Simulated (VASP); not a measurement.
# Al2Co (F-43m) in VASP: single point with PBE

Aim: the single point of Al2Co with PBE.

Everything below comes from runs of VASP 6.6.1. Logs are shortened: lines on timing, memory, paths and dates and some standing lists are left out, and cuts for length are marked.

**1. The cell of the first run**

Symmetry: F-43m, No. 216, cubic system. Conventional cell: a = 5.743 Å, b = 5.743 Å, c = 5.743 Å, α = 90.00°, β = 90.00°, γ = 90.00°. Within 3.3 Å of Al (site symmetry -43m) lie 4 Al at 2.49 Å and 6 Co at 2.87 Å. Al (site symmetry -43m) has 4 Al at 2.49 Å and 4 Co at 2.49 Å within 3.3 Å. Co (site symmetry -43m) has 10 Al at 2.49 to 2.87 Å within 3.3 Å.

The cell was built from a structure type or drawn by symmetry, and may not be a known phase.

**2. Single point, PBE, collinear spin, ferromagnetic start**

Input file INCAR:

```
  PREC = Accurate
  ENCUT = 520
  EDIFF = 1E-6
  ISMEAR = 0
  SIGMA = 0.1
  LREAL = False
  LASPH = True
  NELM = 150
  ALGO = Normal
  ISIF = 2
  LWAVE = False
  LCHARG = False
  ISPIN = 2
  MAGMOM = 0 0 -0.16
  LORBIT = 11
  LMAXMIX = 4
  GGA = PE
  NBANDS = 18
```

Input file KPOINTS:

```
Automatic mesh
0
Gamma
  14 14 14
```

Input file POSCAR:

```
Al2Co
1.0
    0.0000000000      2.8714273563      2.8714273563
    2.8714273563      0.0000000000      2.8714273563
    2.8714273563      2.8714273563      0.0000000000
Al Co
2 1
Direct
    0.2500000000      0.2500000000      0.2500000000
    0.5000000000      0.5000000000      0.5000000000
    0.7500000000      0.7500000000      0.7500000000
```

Potentials or basis: VASP PAW PBE potentials, release 64 (Al, Co).

Run with:

```bash
$ cat potpaw_PBE.64/Al/POTCAR potpaw_PBE.64/Co/POTCAR > POTCAR
$ mpirun -np 1 vasp_std > vasp.out
```

OUTCAR:

```text
PREC = Accurate
   ENCUT = 520
   EDIFF = 1E-6
   ISMEAR = 0
   LREAL = False
   LASPH = True
   NELM = 150
   ISIF = 2
   ISPIN = 2
   LORBIT = 11
   GGA = PE

 ion  position               nearest neighbor table
   1  0.250  0.250  0.250-   2 2.49   2 2.49   2 2.49   2 2.49   3 2.87   3 2.87   3 2.87   3 2.87
                             3 2.87   3 2.87
   2  0.500  0.500  0.500-   1 2.49   1 2.49   1 2.49   1 2.49   3 2.49   3 2.49   3 2.49   3 2.49

   3  0.750  0.750  0.750-   2 2.49   2 2.49   2 2.49   2 2.49   1 2.87   1 2.87   1 2.87   1 2.87
                             1 2.87   1 2.87

  LATTYP: Found a face centered cubic cell.
 ALAT       =     5.7428547126

  Lattice vectors:

 A1 = (   0.0000000000,   2.8714273563,   2.8714273563)
 A2 = (   2.8714273563,   0.0000000000,   2.8714273563)
 A3 = (   2.8714273563,   2.8714273563,   0.0000000000)

Analysis of symmetry for initial positions (statically):
=====================================================================
 Subroutine PRICEL returns:
 Original cell was already a primitive cell.

 Routine SETGRP: Setting up the symmetry group for a
 face centered cubic supercell.

 Subroutine GETGRP returns: Found 24 space group operations
 (whereof 24 operations were pure point group operations)
 out of a pool of 48 trial point group operations.

The static configuration has the point symmetry T_d .

Analysis of symmetry for dynamics (positions and initial velocities):
=====================================================================
 Subroutine PRICEL returns:
 Original cell was already a primitive cell.

 Routine SETGRP: Setting up the symmetry group for a
 face centered cubic supercell.

 Subroutine GETGRP returns: Found 24 space group operations
 (whereof 24 operations were pure point group operations)
 out of a pool of 48 trial point group operations.

The dynamic configuration has the point symmetry T_d .

Analysis of structural, dynamic, and magnetic symmetry:
=====================================================================
 Subroutine PRICEL returns:
 Original cell was already a primitive cell.

 Routine SETGRP: Setting up the symmetry group for a
 face centered cubic supercell.

 Subroutine GETGRP returns: Found 24 space group operations
 (whereof 24 operations were pure point group operations)
 out of a pool of 48 trial point group operations.

The overall configuration has the point symmetry T_d .

 Subroutine INISYM returns: Found 24 space group operations
 (whereof 24 operations are pure point group operations),
 and found     1 'primitive' translations

----------------------------------------------------------------------------------------

                                     Primitive cell

  volume of cell :      47.3504

  direct lattice vectors                    reciprocal lattice vectors
     0.000000000  2.871427356  2.871427356    -0.174129427  0.174129427  0.174129427
     2.871427356  0.000000000  2.871427356     0.174129427 -0.174129427  0.174129427
     2.871427356  2.871427356  0.000000000     0.174129427  0.174129427 -0.174129427

  length of vectors
     4.060811511  4.060811511  4.060811511     0.301601015  0.301601015  0.301601015

  position of ions in fractional coordinates (direct lattice)
     0.250000000  0.250000000  0.250000000
     0.500000000  0.500000000  0.500000000
     0.750000000  0.750000000  0.750000000

  ion indices of the primitive-cell ions
   primitive index   ion index
                 1           1
                 2           2
                 3           3

----------------------------------------------------------------------------------------

 KPOINTS: Automatic mesh

Automatic generation of k-mesh.
 Grid dimensions read from file:
 generate k-points for:   14   14   14

 Generating k-lattice:

  Cartesian coordinates                     Fractional coordinates (reciprocal lattice)
    -0.012437816  0.012437816  0.012437816     0.071428571  0.000000000  0.000000000
     0.012437816 -0.012437816  0.012437816     0.000000000  0.071428571  0.000000000
     0.012437816  0.012437816 -0.012437816     0.000000000  0.000000000  0.071428571

  Length of vectors
     0.021542930  0.021542930  0.021542930

  Shift w.r.t. Gamma in fractional coordinates (k-lattice)
     0.000000000  0.000000000  0.000000000

 Subroutine IBZKPT returns following result:
 ===========================================

 Found    104 irreducible k-points:

 Following reciprocal coordinates:
            Coordinates               Weight
  0.000000  0.000000  0.000000      1.000000
  0.071429  0.000000  0.000000      8.000000
  0.142857  0.000000  0.000000      8.000000
  0.214286  0.000000  0.000000      8.000000
  0.285714  0.000000  0.000000      8.000000
  0.357143  0.000000  0.000000      8.000000
[... 16 lines left out ...]
  0.214286  0.142857  0.000000     24.000000
  0.285714  0.142857  0.000000     24.000000
 [... further k-points ...]
   k-points           NKPTS =    104   k-points in BZ     NKDIM =    104   number of bands    NBANDS=     18
   number of dos      NEDOS =    301   number of ions     NIONS =      3
   total plane-waves  NPLWV =  27000
   dimension x,y,z NGX =    30 NGY =   30 NGZ =   30
   dimension x,y,z NGXF=    60 NGYF=   60 NGZF=   60
   ions per type =               2   1
   NGX,Y,Z   is equivalent  to a cutoff of  12.28, 12.28, 12.28 a.u.
   NGXF,Y,Z  is equivalent  to a cutoff of  24.56, 24.56, 24.56 a.u.
 SYSTEM =  unknown system
   PREC   = accura    normal or accurate (medium, high low for compatibility)
   ISTART =      0    job   : 0-new  1-cont  2-samecut
   ICHARG =      2    charge: 1-file 2-atom 10-const
   ISPIN  =      2    spin polarized calculation?
   LNONCOLLINEAR =      F non collinear calculations
   LSORBIT =      F    spin-orbit coupling
   LASPH  =      T    aspherical Exc in radial PAW
   ENCUT  =  520.0 eV  38.22 Ry    6.18 a.u.   7.55  7.55  7.55*2*pi/ulx,y,z
   NELM   =    150;   NELMIN=  2; NELMDL= -5     # of ELM steps
   EDIFF  = 0.1E-05   stopping-criterion for ELM
   LREAL  =      F    real-space projection
   EDIFFG = 0.1E-04   stopping-criterion for IOM
   NSW    =      0    number of steps for IOM
   IBRION =     -1    ionic relax: 0-MD 1-quasi-New 2-CG
   NFREE  =      0    steps in history (QN), initial steepest desc. (CG)
   ISIF   =      2    stress and relaxation
   ISYM   =      2    0-nonsym 1-usesym 2-fastsym
   POTIM  = 0.5000    time-step for ionic-motion
   TEBEG  =    0.0;   TEEND  =   0.0 temperature during run
   PSTRESS=    0.0 pullay stress
   NELECT =      15.0000    total number of electrons
   NUPDOWN=      -1.0000    fix difference up-down
   EMIN   =  10.00;   EMAX   =-10.00  energy-range for DOS
   EFERMI =   0.00;   METHOD = LEGACY
   ISMEAR =     0;   SIGMA  =   0.10  broadening in eV -4-tet -1-fermi 0-gaus
   EFERMI_NEDOS =   21; number of points for ismear=-14 and -15
   IALGO  =     38    algorithm
   IMIX   =      4    mixing-type and parameters
     AMIX     =   0.40;   BMIX     =  1.00
     AMIX_MAG =   1.60;   BMIX_MAG =  1.00
  volume/ion in A,a.u.               =      15.78       106.51
  Fermi-wavevector in a.u.,A,eV,Ry     =   1.116000  2.108934 16.945449  1.245455
  Thomas-Fermi vector in A             =   2.252610
   LORBIT       =     11    0 simple, 1 ext, 2 COOP (PROOUT), +10 PAW based schemes
   GGA     = PE    functional components
   LHFCALC =     F    Hartree Fock is set to
   AEXX    =    0.0000 exact exchange contribution
   IVDW    =     0    specifies the selected vdW correction
   LEPSILON=     F    determine dielectric tensor
   LRPA    =     F    only Hartree local field effects (RPA)
 spin polarized calculation
 Gauss-broadening in eV      SIGMA  =   0.10
  energy-cutoff  :      520.00
  volume of cell :       47.35
 maximum number of plane-waves:      1299
   NGX = 15   NGY = 15   NGZ = 15

 number of electron      14.9999994 magnetization      -0.0633916

 Free energy of the ion-electron system (eV)
  ---------------------------------------------------
  ext. energy  EPLUGINS =         0.00000000
  ---------------------------------------------------
  free energy    TOTEN  =       -13.99122225 eV

  energy without entropy =      -13.97715179  energy(sigma->0) =      -13.98418702

 E-fermi :   6.9886     XC(G=0): -10.5173

 val. band max:        6.9869438033   @ k =   0.2857   0.1429   0.0714
 cond. band min:       6.9919633377   @ k =  -0.4286   0.3571   0.0714
 fundamental gap:      0.0050195344
 Fermi energy:         6.9885812518

 spin component 1

 k-point     1 :       0.0000    0.0000    0.0000
  band No.  band energies     occupation
      1      -2.7679      1.00000
      2       5.2391      1.00000
      3       5.2391      1.00000
      4       5.2391      1.00000
      5       5.8342      1.00000
      6       5.8342      1.00000
[... 10 lines left out ...]
     17      16.1121      0.00000
     18      16.1121      0.00000

 k-point     2 :       0.0714    0.0000    0.0000
  band No.  band energies     occupation
      1      -2.7009      1.00000
      2       5.1607      1.00000
      3       5.2430      1.00000
      4       5.2430      1.00000
      5       5.8105      1.00000
      6       5.8105      1.00000
[... 10 lines left out ...]
     17      16.1240      0.00000
     18      17.0474      0.00000

 k-point     3 :       0.1429    0.0000    0.0000
  band No.  band energies     occupation
      1      -2.5008      1.00000
      2       4.8891      1.00000
      3       5.2381      1.00000
      4       5.2381      1.00000
      5       5.7690      1.00000
      6       5.7690      1.00000
[... 412 lines left out ...]
 k-point    23 :       0.2143    0.1429    0.0000
  band No.  band energies     occupation
      1      -2.1701      1.00000
      2       4.6700      1.00000
      3       5.1255      1.00000
      4       5.1776      1.00000
      5       5.4964      1.00000
      6       5.9089      1.00000
[... 10 lines left out ...]
     17      17.5131      0.00000
     18      17.8465      0.00000

 k-point    24 :       0.2857    0.1429    0.0000
  band No.  band energies     occupation
      1      -1.8013      1.00000
      2       4.1125      1.00000
      3       4.9420      1.00000
      4       5.1254      1.00000
      5       5.5862      1.00000
      6       5.9476      1.00000
[... 10 lines left out ...]
     17      18.8196      0.00000
     18      19.1461      0.00000

 [... further k-points ...]

 spin component 2

 k-point     1 :       0.0000    0.0000    0.0000
  band No.  band energies     occupation
      1      -2.7692      1.00000
      2       5.2006      1.00000
      3       5.2006      1.00000
      4       5.2006      1.00000
      5       5.7731      1.00000
      6       5.7731      1.00000
[... 10 lines left out ...]
     17      16.1053      0.00000
     18      16.1053      0.00000

 k-point     2 :       0.0714    0.0000    0.0000
  band No.  band energies     occupation
      1      -2.7022      1.00000
      2       5.1244      1.00000
      3       5.2046      1.00000
      4       5.2046      1.00000
      5       5.7503      1.00000
      6       5.7503      1.00000
[... 10 lines left out ...]
     17      16.1165      0.00000
     18      17.0393      0.00000

 k-point     3 :       0.1429    0.0000    0.0000
  band No.  band energies     occupation
      1      -2.5021      1.00000
      2       4.8600      1.00000
      3       5.1999      1.00000
      4       5.1999      1.00000
      5       5.7110      1.00000
      6       5.7110      1.00000
[... 412 lines left out ...]
 k-point    23 :       0.2143    0.1429    0.0000
  band No.  band energies     occupation
      1      -2.1713      1.00000
      2       4.6422      1.00000
      3       5.0912      1.00000
      4       5.1446      1.00000
      5       5.4488      1.00000
      6       5.8474      1.00000
[... 10 lines left out ...]
     17      17.5053      0.00000
     18      17.8388      0.00000

 k-point    24 :       0.2857    0.1429    0.0000
  band No.  band energies     occupation
      1      -1.8025      1.00000
      2       4.0958      1.00000
      3       4.9087      1.00000
      4       5.0929      1.00000
      5       5.5397      1.00000
      6       5.8878      1.00000
[... 10 lines left out ...]
     17      18.8134      0.00000
     18      19.1399      0.00000

 [... further k-points ...]

------------------------ aborting loop because EDIFF is reached ----------------------------------------

  FORCE on cell =-STRESS in cart. coord.  units (eV):
  Direction    XX          YY          ZZ          XY          YZ          ZX
  --------------------------------------------------------------------------------------
  -------------------------------------------------------------------------------------
  Total        0.0427139      0.0427139      0.0427139      0.0000000      0.0000000      0.0000000
  in kB        1.4452933      1.4452933      1.4452933      0.0000000      0.0000000      0.0000000
  external PRESSURE =       1.4452933 kB  Pullay stress =       0.0000000 kB

 VOLUME and BASIS-vectors are now :
 -----------------------------------------------------------------------------
  energy-cutoff  :      520.00
  volume of cell :       47.35
      direct lattice vectors                 reciprocal lattice vectors
     0.000000000  2.871427356  2.871427356    -0.174129427  0.174129427  0.174129427
     2.871427356  0.000000000  2.871427356     0.174129427 -0.174129427  0.174129427
     2.871427356  2.871427356  0.000000000     0.174129427  0.174129427 -0.174129427

 POSITION                                       TOTAL-FORCE (eV/Angst)
 -----------------------------------------------------------------------------------
      1.43571      1.43571      1.43571         0.000000      0.000000      0.000000
      2.87143      2.87143      2.87143         0.000000      0.000000      0.000000
      4.30714      4.30714      4.30714        -0.000000     -0.000000     -0.000000
 -----------------------------------------------------------------------------------
    total drift:                               -0.000000     -0.000000     -0.000000

  FREE ENERGIE OF THE ION-ELECTRON SYSTEM (eV)
  ---------------------------------------------------
  free  energy   TOTEN  =       -13.9912222486 eV

  energy  without entropy=      -13.9771517853  energy(sigma->0) =      -13.98418702

 total charge

# of ion       s       p       d       tot
------------------------------------------
    1        0.418   0.381   0.000   0.799
    2        0.431   0.459   0.000   0.890
    3        0.434   0.318   7.412   8.164
--------------------------------------------------
tot          1.283   1.158   7.412   9.853

 magnetization (x)

# of ion       s       p       d       tot
------------------------------------------
    1       -0.000   0.000   0.000  -0.000
    2        0.000   0.001   0.000   0.001
    3       -0.000  -0.002  -0.059  -0.061
--------------------------------------------------
tot         -0.000  -0.001  -0.059  -0.061
```

Run time: 1.8 min. Hardware: 1 thread of Intel Xeon Platinum 8559C (Emerald Rapids), shared host; peak memory 0.28 GiB.

Results:

```
Free energy                                           : -13.9912 eV
Pressure                                              : 0.1 GPa
Net moment                                            : -0.06 μB per cell
Site moments                                          : Al -0.00, +0.00; Co -0.06 μB
Valence electrons inside the program's atomic spheres : Al 0.80, 0.89; Co 8.16
```
